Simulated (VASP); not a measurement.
Wanted: the native input for a VASP 6.6.1 run.

```yaml
Task: single point
Functional: PBEsol
Potentials_or_basis: VASP PAW PBE potentials, release 64 (Au)
Cutoff: 520 eV
k_mesh: 18 × 18 × 18
Occupations: gaussian, width 0.05 eV
Spin: no spin polarisation
Dipole_correction: no
Further_INCAR_settings: ALGO = Normal; EDIFF = 1e-06; NBANDS = 12
```

The structure of Au lies in POSCAR:

```
Au
1.0
    0.0000000000      2.0422207252      2.0422207252
    2.0422207252      0.0000000000      2.0422207252
    2.0422207252      2.0422207252      0.0000000000
Au
1
Direct
    0.0000000000      0.0000000000      0.0000000000
```

The input as run:

INCAR

```
  ALGO = Normal
  EDIFF = 1E-6
  ENCUT = 520
  GGA = PS
  ISIF = 2
  ISMEAR = 0
  LASPH = True
  LCHARG = False
  LREAL = False
  LWAVE = False
  NBANDS = 12
  NELM = 100
  PREC = Accurate
  SIGMA = 0.05
```

KPOINTS

```
k-points
0
Gamma
  18 18 18
```

Potentials or basis: VASP PAW PBE potentials, release 64 (Au).

The run is started by

```sh
$ cat potpaw_PBE.64/Au/POTCAR > POTCAR
$ mpirun -np 1 vasp_std > vasp.out
```

Results of the run:

```yaml
Pressure: -0.4 GPa
```

Caveat: the PAW data sets were made with another functional, which shifts forces and pressure a little.

It took 17 s on 1 thread of Intel(R) Xeon(R) Platinum 8488C (Sapphire Rapids), with other jobs on the host, peak memory 0.17 GiB.
